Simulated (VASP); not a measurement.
AlRu: single point with PBE

AlRu:

```
CELL_PARAMETERS angstrom
3.03097 0.00000 0.00000
0.00000 3.03097 0.00000
0.00000 0.00000 3.03097
ATOMIC_POSITIONS crystal
Al 0.00000 0.00000 0.00000
Ru 0.50000 0.50000 0.50000
```

```json
{"Program": "VASP 6.6.1", "Task": "single point", "Functional": "PBE", "Potentials or basis": "VASP PAW PBE potentials, release 64 (Al, Ru_pv)", "Cutoff": "520 eV", "k mesh": "10 × 10 × 10", "Occupations": "methfessel-paxton, width 0.15 eV", "Spin": "no spin polarisation"}
```

The pressure is -5.2 GPa.

Levels at points of the mesh, in eV from the Fermi level:
```csv
k point,band 6,band 7,band 8,band 9,band 10,band 11,band 12,band 13
"(0.00, 0.00, 0.00)",-3.38,0.15,0.15,0.15,5.88,5.88,5.88,10.74
"(0.50, 0.00, 0.00)",-2.62,-1.54,-1.54,0.38,2.13,7.46,10.82,10.82
"(0.50, 0.50, 0.00)",-1.34,-1.34,-1.11,-1.11,1.42,5.04,5.83,10.28
"(0.50, 0.50, 0.50)",-4.43,1.51,1.51,2.33,4.04,4.04,4.04,8.16
```

It took 29 s on 1 thread of AMD EPYC 7R13, on a shared host, peak memory 0.12 GiB.
